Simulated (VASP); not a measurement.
Set up this calculation in VASP 6.6.1, as the native input.

```yaml
Task: single point
Functional: PBE
Potentials_or_basis: VASP PAW PBE potentials, release 64 (C, Ca_sv)
Cutoff: 520 eV
k_mesh: 6 × 6 × 6
Occupations: gaussian, width 0.01 eV
Spin: no spin polarisation
Dipole_correction: no
Further_INCAR_settings: ALGO = Normal; EDIFF = 1e-07; NBANDS = 19
```

The structure of Ca2C lies in POSCAR:

```
Ca2C
1.0
    0.0000000000      3.0776443025      3.0776443025
    3.0776443025      0.0000000000      3.0776443025
    3.0776443025      3.0776443025      0.0000000000
C Ca
1 2
Direct
    0.0000000000      0.0000000000      0.0000000000
    0.2500000000      0.2500000000      0.2500000000
    0.7500000000      0.7500000000      0.7500000000
```

The input as run:

INCAR

```
PREC = Accurate
ENCUT = 520
EDIFF = 1E-7
ISMEAR = 0
SIGMA = 0.01
LREAL = F
LASPH = T
NELM = 60
ALGO = Normal
ISIF = 2
LWAVE = F
LCHARG = F
GGA = PE
NBANDS = 19
```

KPOINTS

```
Automatic mesh
0
Gamma
  6 6 6
```

Potentials or basis: VASP PAW PBE potentials, release 64 (C, Ca_sv).

Command:

```bash
$ cat potpaw_PBE.64/C/POTCAR potpaw_PBE.64/Ca_sv/POTCAR > POTCAR
$ mpirun -np 1 vasp_std > vasp.out
```

It gave:

The pressure is 4.0 GPa. The band gap on the k mesh is 0.15 eV.

Caveat: the cell stands under pressure.

It took 17 s on 1 thread of Intel Xeon 8259CL, with other jobs on the host, peak memory 0.18 GiB.
